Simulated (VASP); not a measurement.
# LiF (P3_121) in VASP: notebook, part 2 of 2

VASP 6.6.1. The steps go on from the part before.

## Step 3: Relaxation of cell and atoms, PBE

This run uses another cell than the first one, of 8.02 Å³/atom.

INCAR reads:

```
SYSTEM = LiF
PREC = Accurate
ENCUT = 600
EDIFF = 1E-7
ISMEAR = 0
SIGMA = 0.1
LREAL = .FALSE.
LASPH = .TRUE.
NELM = 60
ALGO = Normal
ISIF = 3
LWAVE = .FALSE.
LCHARG = .FALSE.
GGA = PE
IBRION = 2
NSW = 90
EDIFFG = -0.04
```

KPOINTS reads:

```
Automatic mesh
0
G
  6 6 6
  0 0 0
```

POSCAR reads:

```
LiF
1.0
    4.5507108400      0.0000000000      0.0000000000
   -2.2753554200      3.9410311900      0.0000000000
    0.0000000000      0.0000000000      2.6837521200
Li F
3 3
Direct
    0.6226509800      0.6226509800      0.0000000000
    0.3773490200      0.0000000000      0.3333333300
    0.0000000000      0.3773490200      0.6666666700
    0.0000000000      0.6226509800      0.1666666700
    0.3773490200      0.3773490200      0.5000000000
    0.6226509800      0.0000000000      0.8333333300
```

Potentials or basis: VASP PAW PBE potentials, release 64 (Li_sv, F).

Command:

```bash
> cat potpaw_PBE.64/Li_sv/POTCAR potpaw_PBE.64/F/POTCAR > POTCAR
> mpirun -np 1 vasp_std > vasp.out
```

OUTCAR:

```text
SYSTEM = LiF
   PREC = Accurate
   ENCUT = 600
   EDIFF = 1E-7
   ISMEAR = 0
   LREAL = .FALSE.
   LASPH = .TRUE.
   NELM = 60
   ISIF = 3
   GGA = PE
   IBRION = 2
   NSW = 90
   EDIFFG = -0.04

 ion  position               nearest neighbor table
   1  0.623  0.623  0.000-   5 1.75   5 1.75   6 1.77   4 1.77
   2  0.377  0.000  0.333-   6 1.75   6 1.75   4 1.77   5 1.77
   3  0.000  0.377  0.667-   4 1.75   4 1.75   6 1.77   5 1.77
   4  0.000  0.623  0.167-   3 1.75   3 1.75   2 1.77   1 1.77
   5  0.377  0.377  0.500-   1 1.75   1 1.75   2 1.77   3 1.77
   6  0.623  0.000  0.833-   2 1.75   2 1.75   3 1.77   1 1.77

  LATTYP: Found a hexagonal cell.
 ALAT       =     4.5507108400
 C/A-ratio  =     0.5897434960

  Lattice vectors:

 A1 = (   4.5507108400,   0.0000000000,   0.0000000000)
 A2 = (  -2.2753554200,   3.9410311900,   0.0000000000)
 A3 = (   0.0000000000,   0.0000000000,   2.6837521200)

Analysis of symmetry for initial positions (statically):
=====================================================================
 Subroutine PRICEL returns:
 Original cell was already a primitive cell.

 Routine SETGRP: Setting up the symmetry group for a
 hexagonal supercell.

 Subroutine GETGRP returns: Found  6 space group operations
 (whereof  2 operations were pure point group operations)
 out of a pool of 24 trial point group operations.

The static configuration has the point symmetry C_2 .
 The point group associated with its full space group is D_3 .

Analysis of symmetry for dynamics (positions and initial velocities):
=====================================================================
 Subroutine PRICEL returns:
 Original cell was already a primitive cell.

 Routine SETGRP: Setting up the symmetry group for a
 hexagonal supercell.

 Subroutine GETGRP returns: Found  6 space group operations
 (whereof  2 operations were pure point group operations)
 out of a pool of 24 trial point group operations.
[... 136 lines left out ...]
   LHFCALC =     F    Hartree Fock is set to
   AEXX    =    0.0000 exact exchange contribution
   IVDW    =     0    specifies the selected vdW correction
   LEPSILON=     F    determine dielectric tensor
   LRPA    =     F    only Hartree local field effects (RPA)
 conjugate gradient relaxation of ions
 non-spin polarized calculation
 Gauss-broadening in eV      SIGMA  =   0.10
  energy-cutoff  :      600.00
  volume of cell :       48.13
 maximum number of plane-waves:      1620
   NGX = 19   NGY = 19   NGZ = 11

--------------------------------------- Ionic step        1  -------------------------------------------

 number of electron      29.9999998 magnetization

 Free energy of the ion-electron system (eV)
  ---------------------------------------------------
  ext. energy  EPLUGINS =         0.00000000
  ---------------------------------------------------
  free energy    TOTEN  =       -27.91437223 eV

  energy without entropy =      -27.91437223  energy(sigma->0) =      -27.91437223

------------------------ aborting loop because EDIFF is reached ----------------------------------------

  FORCE on cell =-STRESS in cart. coord.  units (eV):
  Direction    XX          YY          ZZ          XY          YZ          ZX
  --------------------------------------------------------------------------------------
  -------------------------------------------------------------------------------------
  Total        5.9429345      5.9429345      7.0363310      0.0000000      0.0000000      0.0000000
  in kB      197.8244713    197.8244710    234.2207293      0.0000000      0.0000000      0.0000000
  external PRESSURE =     209.9565572 kB  Pullay stress =       0.0000000 kB
[... 227 lines left out ...]
--------------------------------------- Ionic step        7  -------------------------------------------

 number of electron      29.9999958 magnetization

 Free energy of the ion-electron system (eV)
  ---------------------------------------------------
  ext. energy  EPLUGINS =         0.00000000
  ---------------------------------------------------
  free energy    TOTEN  =       -28.63163859 eV

  energy without entropy =      -28.63163859  energy(sigma->0) =      -28.63163859

 E-fermi :  -1.8834     XC(G=0):  -8.7783

 val. band max:       -2.3781028899   @ k =   0.0000   0.0000   0.0000
 cond. band min:       5.1408280357   @ k =   0.0000   0.0000   0.0000
 fundamental gap:      7.5189309257
 Fermi energy:        -1.8833921260

 k-point     1 :       0.0000    0.0000    0.0000
  band No.  band energies     occupation
      1     -43.2239      2.00000
      2     -43.1825      2.00000
      3     -43.1825      2.00000
      4     -21.8833      2.00000
      5     -21.6276      2.00000
      6     -21.6276      2.00000
[... 505 lines left out ...]
      6     -21.5003      2.00000
[... 11 lines left out ...]
     18      10.0734      0.00000
     19      11.0657      0.00000

 [... further k-points ...]

------------------------ aborting loop because EDIFF is reached ----------------------------------------

  FORCE on cell =-STRESS in cart. coord.  units (eV):
  Direction    XX          YY          ZZ          XY          YZ          ZX
  --------------------------------------------------------------------------------------
  -------------------------------------------------------------------------------------
  Total       -0.1603451     -0.1603451      0.0181126      0.0000000      0.0000000      0.0000000
  in kB       -4.2303644     -4.2303643      0.4778636      0.0000000      0.0000000      0.0000000
  external PRESSURE =      -2.6609550 kB  Pullay stress =       0.0000000 kB
[... 21 lines left out ...]
  FREE ENERGIE OF THE ION-ELECTRON SYSTEM (eV)
  ---------------------------------------------------
  free  energy   TOTEN  =       -28.6316385889 eV

  energy  without entropy=      -28.6316385889  energy(sigma->0) =      -28.63163859

 reached required accuracy - stopping structural energy minimisation
```

It took 61 s on 1 thread of Intel Xeon 6975P-C (Granite Rapids), shared host; peak memory 0.18 GiB.

Results:

```
Free energy                           : -28.6316 eV
Relaxed volume                        : 10.12 Å³/atom
Relaxed cell                          : a = 4.908 Å, b = 4.908 Å, c = 2.912 Å, α = 90.00°, β = 90.00°, γ = 120.00°
Space group after relaxing (to 0.1 Å) : P3_121 (No. 152)
Energy gained by relaxing             : 119.5 meV/atom
Ionic steps                           : 7
Pressure after relaxing               : -0.3 GPa
Largest force after relaxing          : 0.038 eV/Å
Band gap on the k mesh                : 7.52 eV
```

Forces in eV/Å, atoms in the order of the input:
```
Li  -0.019 -0.033  0.000
Li   0.038  0.000  0.000
Li  -0.019  0.033  0.000
F   -0.005  0.009  0.000
F   -0.005 -0.009  0.000
F    0.010  0.000  0.000
```

The path:
| step | energy change (eV) | largest force (eV/Å) | pressure (GPa) | volume (Å³) |
| --- | --- | --- | --- | --- |
| 1 | 0.0000 | 0.7519 | 21.00 | 48.13 |
| 2 | -0.6411 | 0.1221 | 5.34 | 55.83 |
| 3 | -0.6680 | 0.1673 | -3.01 | 63.92 |
| 4 | -0.7107 | 0.1444 | -0.02 | 60.46 |
| 5 | -0.7110 | 0.1410 | 0.27 | 60.16 |
| 6 | -0.7146 | 0.1036 | 0.05 | 60.36 |
| 7 | -0.7173 | 0.0376 | -0.27 | 60.73 |

Final structure:
```
Li F
1.0
     4.90753    0.00000    0.00000
    -2.45377    4.25005    0.00000
     0.00000    0.00000    2.91160
Li F
3 3
Cartesian
  1.5325 2.6543 0.0000
  1.8426 0.0000 0.9705
  3.9862 1.5957 1.9411
  -1.5535 2.6908 0.4853
  0.9002 1.5593 1.4558
  3.1070 0.0000 2.4263
```

Caveat: the cutoff is under 1.25 times the usual one of these potentials, so pressure, stress and relaxed cells hold a basis-set (Pulay) error; the volume moved by over 15 % at a fixed basis, so the end points are rough. A k mesh can miss the band edges.
